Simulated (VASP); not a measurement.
Te:

```
CELL_PARAMETERS angstrom
3.10300 0.00000 0.00000
0.00000 3.10300 0.00000
0.00000 0.00000 3.49723
ATOMIC_POSITIONS crystal
Te 0.00000 0.00000 0.50000
```

* Program: VASP 6.6.1
* Task: relaxation of cell and atoms
* Functional: PBE
* Potentials or basis: VASP PAW PBE potentials, release 64 (Te)
* Cutoff: 600 eV
* k mesh: 18 × 18 × 16
* Occupations: gaussian, width 0.1 eV
* Spin: no spin polarisation

At the start: pressure -0.3 GPa; volume 33.67 Å³/atom.

Q: How do energy, volume and symmetry change on relaxing?

A: Over 8 steps the energy falls by 34.4 meV/atom and the volume is 32.76 Å³/atom (-2.7 %); space group P4/mmm (No. 123, to 0.1 Å) before, Pm-3m (No. 221, to 0.1 Å).

Step by step:
```csv
step,energy change (eV),largest force (eV/Å),pressure (GPa),volume (Å³)
1,0.0000,0.0000,-0.29,33.67
2,-0.0127,0.0000,-0.35,33.37
3,-0.0331,0.0000,0.62,32.36
4,-0.0340,0.0000,0.29,32.59
5,-0.0341,0.0000,0.38,32.52
6,-0.0341,0.0000,0.34,32.54
7,-0.0340,0.0000,-0.40,33.02
8,-0.0344,0.0000,-0.01,32.76
```

Final structure:
```
CELL_PARAMETERS angstrom
3.18680 0.00000 0.00000
0.00000 3.18680 0.00000
0.00000 0.00000 3.22589
ATOMIC_POSITIONS crystal
Te 0.00000 0.00000 0.50000
```
